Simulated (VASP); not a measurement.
Write the native input for VASP 6.6.1 that does the following.

| Quantity | Value |
| --- | --- |
| Task | single point |
| Functional | PBE |
| Potentials or basis | VASP PAW PBE potentials, release 64 (C, Ti_sv) |
| Cutoff | 520 eV |
| k mesh | 2 × 2 × 1 |
| Occupations | fermi-dirac, width 0.05 eV |
| Spin | collinear spin |
| Starting moments | [0.0, 0.0, 0.0, 0.0, 0.0, 0.0, 0.0, 0.0, 0.0, 0.0, 0.0, 0.0, 0.0, 0.0, 0.0, 0.0, 0.0, 0.0, 1.52] μB |
| Dipole correction | no |
| Further INCAR settings | LREAL = Auto; ALGO = Normal; EDIFF = 1e-07; NBANDS = 61 |

The structure of TiC18 lies in POSCAR:

```
TiC18
1.0
    7.3980000000      0.0000000000      0.0000000000
   -3.6990000000      6.4068560000      0.0000000000
    0.0000000000      0.0000000000     11.0000000000
C Ti
18 1
Direct
    0.0016978286     -0.0035140481      0.0891452727
    0.2242532598      0.1077292825      0.0766166364
    0.0019120733      0.3303748360      0.0908571818
    0.2238949618      0.4416682691      0.0918095455
    0.0019322234      0.6628766122      0.0908609091
    0.2238909023      0.7735422803      0.0918998182
    0.3357266246     -0.0035583756      0.0885148182
    0.5587153723      0.1083956000      0.0921289091
    0.3357233998      0.3305719685      0.0882308182
    0.5587138228      0.4416439202      0.0920104545
    0.3355345632      0.6634367933      0.0934530000
    0.5578197222      0.7745772654      0.0934880909
    0.6689325805     -0.0032321625      0.0937520909
    0.8907245016      0.1084098035      0.0922475455
    0.6695210546      0.3304076133      0.0909614545
    0.8911475793      0.4412391975      0.0912378182
    0.6689352846      0.6634923588      0.0936887273
    0.8907057706      0.7736167318      0.0922045455
    0.2358300372      1.1149098716      0.2732559091
```

These files were run (other wordings do the same):

INCAR

```
  ALGO = Normal
  EDIFF = 1E-7
  ENCUT = 520
  GGA = PE
  ISIF = 2
  ISMEAR = -1
  ISPIN = 2
  LASPH = T
  LCHARG = F
  LMAXMIX = 4
  LORBIT = 11
  LREAL = Auto
  LWAVE = F
  MAGMOM = 0 0 0 0 0 0 0 0 0 0 0 0 0 0 0 0 0 0 1.52
  NBANDS = 61
  NELM = 150
  PREC = Accurate
  SIGMA = 0.05
```

KPOINTS

```
k-points
0
Gamma
  2 2 1
```

Potentials or basis: VASP PAW PBE potentials, release 64 (C, Ti_sv).

The run is started by

```console
$ cat potpaw_PBE.64/C/POTCAR potpaw_PBE.64/Ti_sv/POTCAR > POTCAR
$ mpirun -np 1 vasp_std > vasp.out
```

It gave:

```json
{"Largest force": "0.027 eV/Å", "Net moment": "3.00 μB per cell", "Site moments": "C -0.01, +0.01, +0.00 (each value once); Ti +1.89 μB", "Valence electrons inside the program's atomic spheres": "C 2.65, 2.67, 2.66 (each value once); Ti 10.24"}
```

Caveat: the k points lie up to 0.49 Å⁻¹ apart.

Run time: 12 min on 1 thread of Intel(R) Xeon(R) 6975P-C (Granite Rapids), with other jobs on the host, peak memory 0.82 GiB.
